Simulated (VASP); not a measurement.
Set up this calculation in VASP 6.6.1, as the native input.

```
Task                   : single point
Functional             : PBEsol
Potentials or basis    : VASP PAW PBE potentials, release 64 (Sn_d, Bi_d, S)
Cutoff                 : 400 eV
k mesh                 : 6 × 6 × 6
Occupations            : gaussian, width 0.1 eV
Spin                   : collinear spin
Starting moments       : [0.0, 0.0, 1.0, 1.0, 1.0, 1.0] μB
Dipole correction      : no
Further INCAR settings : ALGO = Normal; EDIFF = 1e-06; NBANDS = 40
```

The structure of SnBiS4 lies in POSCAR:

```
SnBiS4
1.0
    5.5727340000      0.0000000000      0.0000000000
    0.0000000000      5.5727340000      0.0000000000
   -2.7863670000     -2.7863670000      5.6610300000
Sn Bi S
1 1 4
Direct
    0.0000000000      0.0000000000      0.0000000000
    0.2500000000      0.7500000000      0.5000000000
    0.9989330000      0.4989330000      0.9978660000
    0.2465190000      0.2465190000      0.4930380000
    0.5010670000      0.0010670000      0.0021340000
    0.7534810000      0.7534810000      0.5069620000
```

The input as run:

INCAR

```
SYSTEM = SnBiS4
ALGO     = Normal         ! electronic algorithm
EDIFF    = 1E-6           ! SCF threshold, eV
ENCUT    = 400            ! plane-wave cutoff, eV
GGA      = PS             ! functional
GGA_COMPAT= .False.      
ISIF     = 2              ! what is computed and relaxed
ISMEAR   = 0              ! smearing method
ISPIN    = 2              ! spin polarisation
LASPH    = .True.         ! aspherical terms in the spheres
LCHARG   = .False.        ! write CHGCAR
LORBIT   = 11             ! projections on sites
LREAL    = .False.        ! projectors in reciprocal space
LWAVE    = .False.        ! write WAVECAR
MAGMOM   = 0 0 1 1 1 1    ! initial moments
NBANDS   = 40             ! bands
NELM     = 200            ! most SCF steps
PREC     = Accurate       ! precision mode
SIGMA    = 0.1            ! smearing width, eV
```

KPOINTS

```
k-points
0
Gamma
  6 6 6
  0 0 0
```

Potentials or basis: VASP PAW PBE potentials, release 64 (Sn_d, Bi_d, S).

The run is started by

```sh
$ cat potpaw_PBE.64/Sn_d/POTCAR potpaw_PBE.64/Bi_d/POTCAR potpaw_PBE.64/S/POTCAR > POTCAR
$ mpirun -np 1 vasp_std > vasp.out
```

It gave:

```json
{
  "Pressure": "-7.4 GPa",
  "Largest force": "1.116 eV/Å",
  "Net moment": "0.02 μB per cell",
  "Valence electrons inside the program's atomic spheres": "Sn 11.93; Bi 12.56; S 3.58, 3.59 (each value once)"
}
```

Caveat: the PAW data sets were made with another functional, which shifts forces and pressure a little.

Run time: 6.4 min on 1 thread of Intel(R) Xeon(R) Platinum 8259CL CPU @ 2.50GHz (Skylake/Cascade Lake), with other jobs on the host, peak memory 0.42 GiB.
